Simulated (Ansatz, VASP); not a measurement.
# CoO: VASP beside Ansatz

Contents of INCAR:

```
SYSTEM = CoO
  ALGO = Normal
  EDIFF = 1E-6
  ENCUT = 520
  GGA = PE
  ISIF = 2
  ISMEAR = 0
  ISPIN = 2
  LASPH = .TRUE.
  LCHARG = .FALSE.
  LDAU = .TRUE.
  LDAUJ = 0 0
  LDAUL = 2 -1
  LDAUPRINT = 1
  LDAUTYPE = 2
  LDAUU = 3.32 0
  LMAXMIX = 4
  LORBIT = 11
  LREAL = .FALSE.
  LWAVE = .FALSE.
  MAGMOM = 3 0
  NBANDS = 18
  NELM = 150
  PREC = Accurate
  SIGMA = 0.02
```

File KPOINTS:

```
k-points
0
G
  14 14 14
  0 0 0
```

Contents of POSCAR:

```
CoO
1.0
    0.0000000000      2.2879098318      2.2879098318
    2.2879098318      0.0000000000      2.2879098318
    2.2879098318      2.2879098318      0.0000000000
Co O
1 1
Direct
    0.0000000000      0.0000000000      0.0000000000
    0.2500000000      0.2500000000      0.2500000000
```

Input for Ansatz:

```yaml
crystal:
  lattice:
    - [0.0, 2.2879098318, 2.2879098318]
    - [2.2879098318, 0.0, 2.2879098318]
    - [2.2879098318, 2.2879098318, 0.0]
  atoms:
    - { symbol: Co, position: [0.0, 0.0, 0.0], spin: 3.0 }
    - { symbol: O, position: [0.25, 0.25, 0.25] }
basis:
  ecutwfc: 420
kpoints:
  mp_grid: { grid: [14, 14, 14] }
hamiltonian:
  xc: pbe
  hubbard: { sites: [{ species: Co, l: d, u_eff: 3.32 }] }
scf:
  occupations: { method: gaussian, width: 0.02 }
output:
  forces: true
  stress: true
  eigenvalues: true
  populations: true
magnetization:
  spin_polarized: true
```

Alike in both runs: task single point; functional PBE; k mesh 14 × 14 × 14; occupations gaussian, width 0.02 eV; collinear spin; Hubbard terms Co d U = 3.32 eV.

|  | VASP | Ansatz |
| --- | --- | --- |
| version | VASP 6.6.1 | Ansatz 0.2.0 |
| potentials or method | VASP PAW PBE potentials, release 64 (Co, O), cutoff 520 eV | scalar-relativistic, plane waves, PAW |
| valence electrons in the cell | 15 | 23 |

|  | VASP | Ansatz | Ansatz less VASP |
| --- | --- | --- | --- |
| gap on the k mesh at the Fermi level (eV) | 0.57 | 0.41 | -0.160 |
| least direct gap on the mesh (eV) | 0.57 | 0.41 | -0.160 |
| pressure (GPa) | 3.7 | 5.8 | +2.05 |
| net moment per atom (μB) | 1.50 | 1.50 | 0.000 |
| size of the moment on the site where the two differ most (μB) | 2.70 | 2.46 | -0.241 |

Site moments also hang on the region over which each program counts them. The programs project onto different local orbitals, so the same U acts differently, and such runs can settle in different states. VASP's potentials hold 15 valence electrons a cell and Ansatz's 23, so a difference there can come from the potentials and not from the codes.
